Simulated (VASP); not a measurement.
Write the native input for VASP 6.6.1 that does the following.

```yaml
Task: single point
Functional: HSE06
Potentials_or_basis: VASP PAW PBE potentials, release 64 (Al)
Cutoff: 520 eV
k_mesh: 8 × 8 × 8
Occupations: fermi-dirac, width 0.05 eV
Spin: no spin polarisation
Dipole_correction: no
Grid_for_exact_exchange_PRECFOCK: Normal
Further_INCAR_settings: ALGO = Normal; EDIFF = 1e-07; NBANDS = 8
Share_of_exact_exchange: 0.25
Screening_parameter: 0.2079 1/Å
```

Al:

```
Al
1.0
    -1.62243    1.62243    1.62243
     1.62243   -1.62243    1.62243
     1.62243    1.62243   -1.62243
Al
1
Direct
  0.00000 0.00000 0.00000
```

This isn't the form of Al at room conditions, which is fcc.

These files were run (other wordings do the same):

POSCAR

```
Al
1.0
   -1.6224269796      1.6224269796      1.6224269796
    1.6224269796     -1.6224269796      1.6224269796
    1.6224269796      1.6224269796     -1.6224269796
Al
1
Direct
    0.0000000000      0.0000000000      0.0000000000
```

INCAR.step1

```
SYSTEM = Al
ALGO = Normal ; EDIFF = 1E-5
ENCUT = 520 ; GGA = PE
ISIF = 2 ; ISMEAR = -1
LASPH = .TRUE. ; LCHARG = .FALSE.
LREAL = .FALSE. ; LWAVE = .TRUE.
NBANDS = 8 ; NELM = 80
PREC = Accurate ; SIGMA = 0.05
```

INCAR.step2

```
SYSTEM = Al
ALGO = Normal ; EDIFF = 1E-7
ENCUT = 520 ; GGA = PE
HFSCREEN = 0.2079 ; ISIF = 2
ISMEAR = -1 ; ISTART = 1
LASPH = .TRUE. ; LCHARG = .FALSE.
LHFCALC = .TRUE. ; LREAL = .FALSE.
LWAVE = .FALSE. ; NBANDS = 8
NELM = 80 ; PREC = Accurate
PRECFOCK = Normal ; SIGMA = 0.05
```

KPOINTS

```
k-points
0
G
  8 8 8
  0 0 0
```

Potentials or basis: VASP PAW PBE potentials, release 64 (Al).

Command:

```bash
$ cat potpaw_PBE.64/Al/POTCAR > POTCAR
$ cp INCAR.step1 INCAR
$ mpirun -np 1 vasp_std > vasp.out
$ cp INCAR.step2 INCAR
$ mpirun -np 1 vasp_std > vasp.out
```

Results of the run:

```
Pressure               : -0.8 GPa
Band gap on the k mesh : zero (an odd number of electrons rules out a gap without spin polarisation)
```

Caveat: the PAW data sets were made with another functional, which shifts forces and pressure a little.

It took 8.1 min on 1 thread of Intel Xeon 8259CL, with other jobs on the host, peak memory 0.24 GiB.
